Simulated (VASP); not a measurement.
AsS2, 6 atoms in the cell. Symmetry: Fd-3m, No. 227, cubic system. Conventional cell: a = 7.976 Å, b = 7.976 Å, c = 7.976 Å, α = 90.00°, β = 90.00°, γ = 90.00°. As (site symmetry -43m) has 12 S at 3.31 Å and 4 As at 3.45 Å within 4.3 Å. S (site symmetry -3m) has 6 S at 2.82 Å and 6 As at 3.31 Å within 3.7 Å. 

| Item | Value |
| --- | --- |
| Program | VASP 6.6.1 |
| Task | relaxation of cell and atoms |
| Functional | r2SCAN |
| Potentials or basis | VASP PAW PBE potentials, release 64 (As, S) |
| Cutoff | 600 eV |
| k mesh | 4 × 4 × 4 |
| Occupations | gaussian, width 0.1 eV |
| Spin | no spin polarisation |
| Dipole correction | no |
| Further INCAR settings | ALGO = Normal; EDIFF = 1e-07; IBRION = 2; EDIFFG = -0.04; NSW = 90; ISIF = 3 |

Potentials or basis: VASP PAW PBE potentials, release 64 (As, S).

Command:

```bash
$ cat potpaw_PBE.64/As/POTCAR potpaw_PBE.64/S/POTCAR > POTCAR
$ cp INCAR.step1 INCAR
$ mpirun -np 1 vasp_std > vasp.out
$ cp INCAR.step2 INCAR
$ mpirun -np 1 vasp_std > vasp.out
```

Hardware: 1 thread of Intel Xeon 8259CL, on a shared host.

Q: How long does it take, and how much memory?

A: It took 11 min on 1 thread of Intel Xeon 8259CL, on a shared host, peak memory 0.36 GiB. Counts: k points 8, ion steps 3.
